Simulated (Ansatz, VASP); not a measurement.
LiH: VASP beside Ansatz

```
Li H
1.0
     2.00233    2.00233    0.00000
    -2.00233    2.00233    0.00000
     0.00000    2.00233    2.00233
Li H
1 1
Direct
  0.00000 0.00000 0.00000
  0.50000 0.50000 0.00000
```

Change from the starting cell: unstrained.

Alike in both runs: task single point; functional r2SCAN; k mesh 10 × 10 × 10; no spin polarisation.

|  | VASP | Ansatz |
| --- | --- | --- |
| version | VASP 6.6.1 | Ansatz 0.2.0 |
| potentials or method | VASP PAW PBE potentials, release 64 (Li_sv, H) | PAW with Ansatz's default frozen-core files, scalar-relativistic |
| plane-wave cutoff (eV) | 520 | 500 |
| occupations | gaussian, width 0.01 eV | fixed |
| valence electrons in the cell | 4 | 4 |

VASP gave:

```
gap on the k mesh at the Fermi level (eV) : 3.58
```

Task: What did Ansatz give for the same quantities?

Result: gap on the k mesh at the Fermi level (eV): 3.63.

VASP's potentials were made for PBE, not for r2SCAN.

Noted on VASP's run: the cutoff is short for stress, so the pressure is rough.
